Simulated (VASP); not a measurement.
Crystal: BaOs2.

```
CELL_PARAMETERS angstrom
3.62983 0.00000 0.00000
-1.81491 3.14352 0.00000
0.00000 0.00000 5.71260
ATOMIC_POSITIONS crystal
Ba 0.00000 0.00000 0.50000
Os 0.00000 0.00000 0.13843
Os 0.00000 0.00000 0.86157
```

Base run:

- Program: VASP 6.6.1
- Functional: PBE
- Potentials or basis: VASP PAW PBE potentials, release 64 (Ba_sv, Os_sv_GW)
- Cutoff: 500 eV
- k mesh: 6 × 6 × 4
- Occupations: gaussian, width 0.1 eV
- Spin: no spin polarisation

Its results: band gap on the k mesh zero (band 21 reaches 9.40 eV, above the bottom of band 22 at 6.94 eV); pressure 208.6 GPa; largest force 79.616 eV/Å.

The run is repeated on the same cell with these changes: potentials or basis from VASP PAW PBE potentials, release 64 (Ba_sv, Os_sv_GW) to VASP PAW PBE potentials, release 64 (Ba_sv, Os); cutoff from 500 eV to 520 eV; further incar settings from ALGO = Normal; EDIFF = 1e-06; NBANDS = 28 to ALGO = Fast; EDIFF = 1e-07; NBANDS = 20; valence electrons from 42 to 26. What comes out?

Band gap on the k mesh zero (band 13 reaches 7.35 eV, above the bottom of band 14 at 5.15 eV); pressure 143.7 GPa; largest force 32.741 eV/Å.

Caveats: spin-orbit coupling is left out, which moves the levels of the heavy elements; forces of over 1 eV/Å act on the atoms, so gaps and moduli don't describe the material at rest.
